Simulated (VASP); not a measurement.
# GaN: single point with r2SCAN

Crystal: GaN.

```
Ga N
1.0
     0.00000    2.24894    2.11400
     2.24894    0.00000    2.11400
     2.24894    2.24894    0.00000
Ga N
1 1
Cartesian
  0.0000 0.0000 0.0000
  3.3734 3.3734 3.1710
```

This cell differs from its parent crystal: strain -0.0600 x Voigt [0, 0, 1, 0, 0, 0].

```yaml
Program: VASP 6.6.1
Task: single point
Functional: r2SCAN
Potentials_or_basis: VASP PAW PBE potentials, release 64 (Ga_d, N)
Cutoff: 520 eV
k_mesh: 10 × 10 × 10
Occupations: gaussian, width 0.05 eV
Spin: no spin polarisation
Dipole_correction: no
Further_INCAR_settings: ALGO = Normal; EDIFF = 1e-07; NBANDS = 16
```

```
Pressure               : 14.8 GPa
Band gap on the k mesh : 2.39 eV, direct
```

Stress tensor (GPa, compression positive):
```
12.66  0.00  0.00
 0.00 12.66  0.00
 0.00  0.00 18.99
```

Levels at points of the mesh, in eV from the valence-band top:
```
           k point  band 7  band 8  band 9  band 10  band 11  band 12
(0.00, 0.00, 0.00)   -0.26   -0.26    0.00     2.39    11.19    11.37
(0.50, 0.00, 0.00)   -7.79   -1.50   -1.03     5.37     9.66    10.70
(0.50, 0.50, 0.00)   -6.20   -3.54   -3.54     3.36     6.73    13.63
(0.50, 0.00, 0.50)   -6.92   -3.05   -2.99     3.79     7.86    12.60
```

Run time: 51 s on 1 thread of Intel(R) Xeon(R) 6975P-C (Granite Rapids), with other jobs on the host, peak memory 0.17 GiB.

Caveat: the cell differs from its parent crystal (strain -0.0600 x Voigt [0, 0, 1, 0, 0, 0]); the PAW data sets were made with another functional, which shifts forces and pressure a little.
